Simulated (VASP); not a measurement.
Wanted: the native input for a VASP 6.6.1 run.

```yaml
Task: single point
Functional: PBEsol
Potentials_or_basis: VASP PAW PBE potentials, release 64 (Pb_d, F)
Cutoff: 520 eV
k_mesh: 8 × 8 × 8
Occupations: gaussian, width 0.05 eV
Spin: no spin polarisation
Dipole_correction: no
Further_INCAR_settings: ALGO = Normal; EDIFF = 1e-06; NBANDS = 21
```

The structure of PbF2 lies in POSCAR:

```
PbF2
1.0
    0.0556846875      2.9698500000      2.9698500000
    3.0255346875      0.0000000000      3.0255346875
    2.9698500000      2.9698500000      0.0556846875
Pb F
1 2
Direct
    0.0000000000      0.0000000000      0.0000000000
    0.2500000000      0.2500000000      0.2500000000
    0.7500000000      0.7500000000      0.7500000000
```

This cell differs from its parent crystal: strain +0.0375 x Voigt [0, 0, 0, 0, 1, 0].

One way to write it, as run:

INCAR

```
SYSTEM = PbF2
PREC = Accurate ; ENCUT = 520
EDIFF = 1E-6 ; ISMEAR = 0
SIGMA = 0.05 ; LREAL = .FALSE.
LASPH = .TRUE. ; NELM = 80
ALGO = Normal ; ISIF = 2
LWAVE = .FALSE. ; LCHARG = .TRUE.
GGA = PS ; LELF = .TRUE.
LVHAR = .TRUE. ; NBANDS = 21
```

KPOINTS

```
Automatic mesh
0
G
  8 8 8
  0 0 0
```

Potentials or basis: VASP PAW PBE potentials, release 64 (Pb_d, F).

The run is started by

```sh
$ cat potpaw_PBE.64/Pb_d/POTCAR potpaw_PBE.64/F/POTCAR > POTCAR
$ mpirun -np 1 vasp_std > vasp.out
```

It gave:

```yaml
Pressure: -1.6 GPa
Largest_force: 0.086 eV/Å
Band_gap_on_the_k_mesh: 4.29 eV (least direct gap 4.45 eV)
```

Caveat: the cell differs from its parent crystal (strain +0.0375 x Voigt [0, 0, 0, 0, 1, 0]); the PAW data sets were made with another functional, which shifts forces and pressure a little; spin-orbit coupling is left out, which moves the levels of the heavy elements.

It took 45 s on 1 thread of Intel(R) Xeon(R) 6975P-C (Granite Rapids) (shared host), peak memory 0.23 GiB.
